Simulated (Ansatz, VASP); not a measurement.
Two plane-wave programs on BaTe

```
Ba Te
1.0
     0.00000    3.53226    3.53226
     3.53226    0.00000    3.53226
     3.53226    3.53226    0.00000
Ba Te
1 1
Direct
  0.00000 0.00000 0.00000
  0.50000 0.50000 0.50000
```

Alike in both runs: functional PBE; k mesh 8 × 8 × 8; occupations gaussian, width 0.02 eV; no spin polarisation.

Ansatz relaxed the structure, and its values are those at the end. VASP's run is a single point on that final structure, the one shown.

```csv
,VASP,Ansatz
version,VASP 6.6.1,Ansatz 0.2.0
potentials or method,"VASP PAW PBE potentials, release 64 (Ba_sv, Te), cutoff 520 eV","scalar-relativistic, plane waves, PAW"
valence electrons in the cell,16,26
```

Ansatz gave:

| Property | Result |
| --- | --- |
| gap on the k mesh at the Fermi level (eV) | 1.66 |
| least direct gap on the mesh (eV) | 2.01 |
| pressure (GPa) | 0.0 |

Problem. Which values does VASP return?

Solution. gap on the k mesh at the Fermi level (eV): 1.58; least direct gap on the mesh (eV): 1.96; pressure (GPa): 0.3.

The functional is the same, so the differences come from potentials, cutoffs and numerics. VASP's potentials hold 16 valence electrons a cell and Ansatz's 26, so a difference there can come from the potentials and not from the codes.

Neither program's run includes spin-orbit coupling.
